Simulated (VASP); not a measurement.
# MgO (Fm-3m) in VASP: notebook, part 2 of 2

VASP 6.6.1.

## (3) Dielectric tensor, r2SCAN

Contents of INCAR:

```
SYSTEM = MgO
PREC = Accurate ; ENCUT = 520
EDIFF = 1E-8 ; ISMEAR = 0
SIGMA = 0.01 ; LREAL = .False.
LASPH = .True. ; NELM = 100
ALGO = Normal ; ISIF = 2
LWAVE = .False. ; LCHARG = .False.
METAGGA = R2SCAN ; LMIXTAU = .True.
LCALCEPS = .True.
```

Contents of KPOINTS:

```
Automatic mesh
0
Gamma
  8 8 8
  0 0 0
```

Contents of POSCAR:

```
MgO
1.0
    0.0000000000      2.1021680206      2.1021680206
    2.1021680206      0.0000000000      2.1021680206
    2.1021680206      2.1021680206      0.0000000000
Mg O
1 1
Direct
    0.0000000000      0.0000000000      0.0000000000
    0.5000000000      0.5000000000      0.5000000000
```

Potentials or basis: VASP PAW PBE potentials, release 64 (Mg, O).

The run is started by

```
$ cat potpaw_PBE.64/Mg/POTCAR potpaw_PBE.64/O/POTCAR > POTCAR
$ mpirun -np 1 vasp_std > vasp.out
```

OUTCAR:

```text
SYSTEM = MgO
   PREC = Accurate
   ENCUT = 520
   EDIFF = 1E-8
   ISMEAR = 0
   LREAL = .False.
   LASPH = .True.
   NELM = 100
   ISIF = 2
   METAGGA = R2SCAN

 ion  position               nearest neighbor table
   1  0.000  0.000  0.000-   2 2.10   2 2.10   2 2.10   2 2.10   2 2.10   2 2.10
   2  0.500  0.500  0.500-   1 2.10   1 2.10   1 2.10   1 2.10   1 2.10   1 2.10

  LATTYP: Found a face centered cubic cell.
 ALAT       =     4.2043360412

  Lattice vectors:

 A1 = (   0.0000000000,   2.1021680206,   2.1021680206)
 A2 = (   2.1021680206,   0.0000000000,   2.1021680206)
 A3 = (   2.1021680206,   2.1021680206,   0.0000000000)

Analysis of symmetry for initial positions (statically):
=====================================================================
 Subroutine PRICEL returns:
 Original cell was already a primitive cell.

 Routine SETGRP: Setting up the symmetry group for a
 face centered cubic supercell.

 Subroutine GETGRP returns: Found 48 space group operations
 (whereof 48 operations were pure point group operations)
 out of a pool of 48 trial point group operations.

The static configuration has the point symmetry O_h .

Analysis of symmetry for dynamics (positions and initial velocities):
=====================================================================
 Subroutine PRICEL returns:
 Original cell was already a primitive cell.

 Routine SETGRP: Setting up the symmetry group for a
 face centered cubic supercell.

 Subroutine GETGRP returns: Found 48 space group operations
 (whereof 48 operations were pure point group operations)
 out of a pool of 48 trial point group operations.

[... 414 lines left out ...]
      1     -14.0032      2.00000
      2      -1.2022      2.00000
      3       0.8624      2.00000
      4       1.8031      2.00000
      5   10000.0000      0.00000
      6   10000.0000      0.00000
      7   10000.0000      0.00000
      8   10000.0000      0.00000

 [... further k-points ...]

------------------------ aborting loop because EDIFF is reached ----------------------------------------

            Ionic dipole moment: p[ion]=(   -12.61301   -12.61301   -12.61301 ) |e| Angst

 Total electronic dipole moment: p[elc]=(     0.00000     0.00000     0.00197 ) |e| Angst

 MACROSCOPIC STATIC DIELECTRIC TENSOR (including local field effects)
 ------------------------------------------------------
           2.923066     0.000000    -0.000000
          -0.000000     2.923066    -0.000000
           0.000000     0.000000     2.923066
 ------------------------------------------------------

 PIEZOELECTRIC TENSOR (including local field effects) (e Angst)
          XX          YY          ZZ          XY          YZ          ZX
  --------------------------------------------------------------------------------
  x     0.00000     0.00000     0.00000     0.00000     0.00000     0.00000
  y     0.00000     0.00000     0.00000     0.00000     0.00000     0.00000
  z     0.00000     0.00000     0.00000     0.00000     0.00000     0.00000

 PIEZOELECTRIC TENSOR (including local field effects) (C/m^2)
          XX          YY          ZZ          XY          YZ          ZX
  --------------------------------------------------------------------------------
  x     0.00000     0.00000     0.00000     0.00000     0.00000     0.00000
  y     0.00000     0.00000     0.00000     0.00000     0.00000     0.00000
  z     0.00000     0.00000     0.00000     0.00000     0.00000     0.00000

 BORN EFFECTIVE CHARGES (including local field effects) (in |e|, cummulative output)
 ---------------------------------------------------------------------------------
 ion    1
    1     1.94189    -0.00000     0.00000
    2     0.00000     1.94189    -0.00000
    3     0.00000     0.00000     1.94189
 ion    2
    1    -1.94189     0.00000     0.00000
    2     0.00000    -1.94189     0.00000
    3    -0.00000     0.00000    -1.94189

  FORCE on cell =-STRESS in cart. coord.  units (eV):
  Direction    XX          YY          ZZ          XY          YZ          ZX
  --------------------------------------------------------------------------------------
  -------------------------------------------------------------------------------------
  Total       -0.1319576     -0.1319576     -0.1319576     -0.0000000      0.0000000     -0.0000000
  in kB      -11.3792283    -11.3792283    -11.3792283     -0.0000000      0.0000000     -0.0000000
  external PRESSURE =     -11.3792283 kB  Pullay stress =       0.0000000 kB

 VOLUME and BASIS-vectors are now :
 -----------------------------------------------------------------------------
  energy-cutoff  :      520.00
  volume of cell :       18.58
      direct lattice vectors                 reciprocal lattice vectors
     0.000000000  2.102168021  2.102168021    -0.237849684  0.237849684  0.237849684
     2.102168021  0.000000000  2.102168021     0.237849684 -0.237849684  0.237849684
     2.102168021  2.102168021  0.000000000     0.237849684  0.237849684 -0.237849684

 POSITION                                       TOTAL-FORCE (eV/Angst)
 -----------------------------------------------------------------------------------
      0.00000      0.00000      0.00000        -0.000000     -0.000000     -0.000000
      2.10217      2.10217      2.10217         0.000000      0.000000      0.000000
 -----------------------------------------------------------------------------------
    total drift:                               -0.000000     -0.000000      0.000000

  FREE ENERGIE OF THE ION-ELECTRON SYSTEM (eV)
  ---------------------------------------------------
  free  energy   TOTEN  =       -16.1610928794 eV

  energy  without entropy=      -16.1610928794  energy(sigma->0) =      -16.16109288
```

OSZICAR:

```text
N       E                     dE             d eps       ncg     rms          rms(c)
DAV:   1     0.947086282697E+01    0.94709E+01   -0.50175E+03   536   0.912E+02
DAV:   2    -0.194493592382E+02   -0.28920E+02   -0.26481E+02   584   0.148E+02
DAV:   3    -0.198429174861E+02   -0.39356E+00   -0.39356E+00   560   0.200E+01
[... 13 lines left out ...]
DMP:   7    -0.161610927924E+02   -0.12579E-06   -0.86798E-07  1200   0.177E-06   0.769E-07
DMP:   8    -0.161610928316E+02   -0.39287E-07   -0.35741E-07  1200   0.100E-06  -0.208E-07
DMP:   9    -0.161610928499E+02   -0.18287E-07   -0.29874E-07  1200   0.738E-07   0.175E-08
DMP:  10    -0.161610928695E+02   -0.19590E-07   -0.17893E-07  1200   0.327E-07   0.231E-07
DMP:  11    -0.161610928794E+02   -0.99134E-08   -0.49388E-08  1200   0.984E-08   0.482E-08
   1 F= -.16161093E+02 E0= -.16161093E+02  d E =-.185586E-19
```

stdout:

```text
POSCAR found type information on POSCAR MgO
 POSCAR found :  2 types and       2 ions
 scaLAPACK will be used
 -----------------------------------------------------------------------------
[... 86 lines left out ...]
 p_tot=( -0.126E+02 -0.126E+02 -0.126E+02 )
dp_tot=(  0.108E-06  0.106E-06  0.195E-02 )  diag[e(oo)]=(    ---      ---    2.89524 )
 p_tot=( -0.126E+02 -0.126E+02 -0.126E+02 )
dp_tot=(  0.110E-06  0.107E-06  0.195E-02 )  diag[e(oo)]=(    ---      ---    2.89737 )
 p_tot=( -0.126E+02 -0.126E+02 -0.126E+02 )
dp_tot=(  0.112E-06  0.110E-06  0.196E-02 )  diag[e(oo)]=(    ---      ---    2.91131 )
 final diagonalization full
 p_tot=( -0.126E+02 -0.126E+02 -0.126E+02 )
dp_tot=(  0.113E-06  0.111E-06  0.197E-02 )  diag[e(oo)]=(    ---      ---    2.92310 )
```

Wall time 16 min (1 thread of Intel Xeon Platinum 8375C at 2.90GHz (Ice Lake), shared host); peak memory 0.25 GiB.

What came out:

```
Band gap on the k mesh                  : 5.66 eV
Electronic dielectric tensor (diagonal) : 2.92
Born charges (mean of the diagonal)     : Mg +1.94; O -1.94 e
```

Electronic dielectric tensor:
```
2.92 0.00 0.00
0.00 2.92 0.00
0.00 0.00 2.92
```

Born effective charge tensors (e):
atom 1, Mg
```
1.94 0.00 0.00
0.00 1.94 0.00
0.00 0.00 1.94
```
atom 2, O
```
-1.94  0.00  0.00
 0.00 -1.94  0.00
 0.00  0.00 -1.94
```

Dipole moments of the cell (e·Å, modulo the quantum): ionic -12.613, -12.613, -12.613; electronic 0.000, 0.000, 0.002

Caveat: the PAW data sets were made with another functional, which shifts forces and pressure a little.
